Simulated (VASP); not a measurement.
A run of VASP 6.6.1 is set up as follows.

The input INCAR:

```
SYSTEM = AlP
ALGO = Normal
EDIFF = 1E-6
ENCUT = 500
GGA = CA
GGA_COMPAT = .False.
ISIF = 2
ISMEAR = -1
LASPH = .True.
LCHARG = .True.
LELF = .True.
LREAL = .False.
LVHAR = .True.
LWAVE = .False.
NBANDS = 11
NELM = 120
PREC = Accurate
SIGMA = 0.05
```

File KPOINTS:

```
k-points
0
Gamma
  12 12 12
  0 0 0
```

Contents of POSCAR:

```
AlP
1.0
    0.0000000000      2.2258215404      2.2258215404
    2.2258215404      0.0000000000      2.2258215404
    2.2258215404      2.2258215404      0.0000000000
Al P
1 1
Direct
    0.0000000000      0.0000000000      0.0000000000
    0.2500000000      0.2500000000      0.2500000000
```

Potentials or basis: VASP PAW LDA potentials, release 64 (Al, P).

The run is started by

```bash
$ cat potpaw_LDA.64/Al/POTCAR potpaw_LDA.64/P/POTCAR > POTCAR
$ mpirun -np 1 vasp_std > vasp.out
```

(1) Estimate the pressure.

(2) What does it give for the band gap on the k mesh?

## Answers

(1) 172.2 GPa.

(2) zero (band 4 reaches 12.00 eV, above the bottom of band 5 at 11.51 eV).
